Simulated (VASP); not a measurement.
A run of VASP 6.6.1 is set up as follows.

INCAR

```
ALGO = Normal ; EDIFF = 1E-7
ENCUT = 520 ; GGA = PE
ISIF = 2 ; ISMEAR = 0
LASPH = T ; LCHARG = F
LREAL = F ; LWAVE = F
NBANDS = 33 ; NELM = 80
PREC = Accurate ; SIGMA = 0.1
```

The input KPOINTS:

```
k-points
0
Gamma
  6 6 2
```

File POSCAR:

```
Y2TaN3
1.0
    3.5408080339      0.0000000025      0.0000000000
   -1.7704040192      3.0664297060      0.0000000000
    0.0000000000      0.0000000000      8.5470567188
Y Ta N
2 1 3
Direct
    0.3333333333      0.6666666667      0.3302992756
    0.3333333333      0.6666666667      0.6697007244
    0.6666666667      0.3333333333      0.0000000000
    0.6666666667      0.3333333333      0.5000000000
    0.0000000000      0.0000000000      0.0000000000
    0.0000000000      0.0000000000      0.5000000000
```

Potentials or basis: VASP PAW PBE potentials, release 64 (Y_sv, Ta_pv, N).

The run is started by

```bash
$ cat potpaw_PBE.64/Y_sv/POTCAR potpaw_PBE.64/Ta_pv/POTCAR potpaw_PBE.64/N/POTCAR > POTCAR
$ mpirun -np 1 vasp_std > vasp.out
```

(1) Predict the pressure.

(2) Estimate the largest force.

(3) What does it give for the band gap on the k mesh?

## Answers

(1) -0.1 GPa.

(2) 0.004 eV/Å.

(3) zero (band 24 reaches 5.73 eV, above the bottom of band 25 at 4.18 eV).

Caveat: the k points lie up to 0.37 Å⁻¹ apart; spin-orbit coupling is left out, which moves the levels of the heavy elements.
